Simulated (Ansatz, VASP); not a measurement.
Two plane-wave programs on CdS

The input POSCAR:

```
CdS
1.0
    0.0000000000      2.9165000000      2.9165000000
    2.9165000000      0.0000000000      2.9165000000
    2.9165000000      2.9165000000      0.0000000000
Cd S
1 1
Direct
    0.0000000000      0.0000000000      0.0000000000
    0.7500000000      0.7500000000      0.7500000000
```

INCAR.step1

```
PREC = Accurate
ENCUT = 400
EDIFF = 1E-5
ISMEAR = -1
SIGMA = 0.05
LREAL = False
LASPH = True
NELM = 120
ALGO = Normal
ISIF = 2
LWAVE = True
LCHARG = False
GGA = PE
NBANDS = 16
GGA_COMPAT = False
```

The input INCAR.step2:

```
PREC = Accurate
ENCUT = 400
EDIFF = 1E-6
ISMEAR = -1
SIGMA = 0.05
LREAL = False
LASPH = True
NELM = 120
ALGO = Normal
ISIF = 2
LWAVE = False
LCHARG = False
GGA = PE
LHFCALC = True
HFSCREEN = 0.2079
PRECFOCK = Normal
ISTART = 1
NBANDS = 16
GGA_COMPAT = False
```

File KPOINTS:

```
Automatic mesh
0
Gamma
  4 4 4
```

input.yaml

```yaml
crystal:
  lattice:
    - [0.0, 2.9165, 2.9165]
    - [2.9165, 0.0, 2.9165]
    - [2.9165, 2.9165, 0.0]
  atoms:
    - { symbol: Cd, position: [0.0, 0.0, 0.0] }
    - { symbol: S, position: [0.75, 0.75, 0.75] }
hamiltonian:
  xc: hse06
  pseudopotentials: { kind: paw }
kpoints:
  mp_grid: { grid: [4, 4, 4] }
  band_path:
    path:
      - [[0.0, 0.0, 0.0], [0.5, 0.0, 0.5], [0.5, 0.25, 0.75], [0.375, 0.375, 0.75], [0.0, 0.0, 0.0], [0.5, 0.5, 0.5], [0.625, 0.25, 0.625], [0.5, 0.25, 0.75], [0.5, 0.5, 0.5], [0.375, 0.375, 0.75]]
      - [[0.625, 0.25, 0.625], [0.5, 0.0, 0.5]]
    npoints: 4
scf:
  occupations: { method: fermi_dirac, width: 0.05 }
  n_extra_bands: 6
output:
  forces: true
  stress: true
  eigenvalues: true
  fatbands: false
```

Alike in both runs: functional HSE06; k mesh 4 × 4 × 4; occupations fermi-dirac, width 0.05 eV; no spin polarisation.

```csv
,VASP,Ansatz
version,VASP 6.6.1,Ansatz 0.2.0
potentials or method,"VASP PAW PBE potentials, release 64 (Cd, S)",Ansatz PAW
plane-wave cutoff (eV),400,420
valence electrons in the cell,18,26
task,single point,band structure
```

```csv
,VASP,Ansatz,Ansatz less VASP
gap on the k mesh at the Fermi level (eV),2.18,2.18,-0.003
least direct gap on the mesh (eV),2.18,2.18,-0.003
pressure (GPa),1.7,1.9,+0.17
```

VASP's potentials hold 18 valence electrons a cell and Ansatz's 26, so a difference there can come from the potentials and not from the codes.

The k mesh is coarse, so the values compare programs but aren't converged.
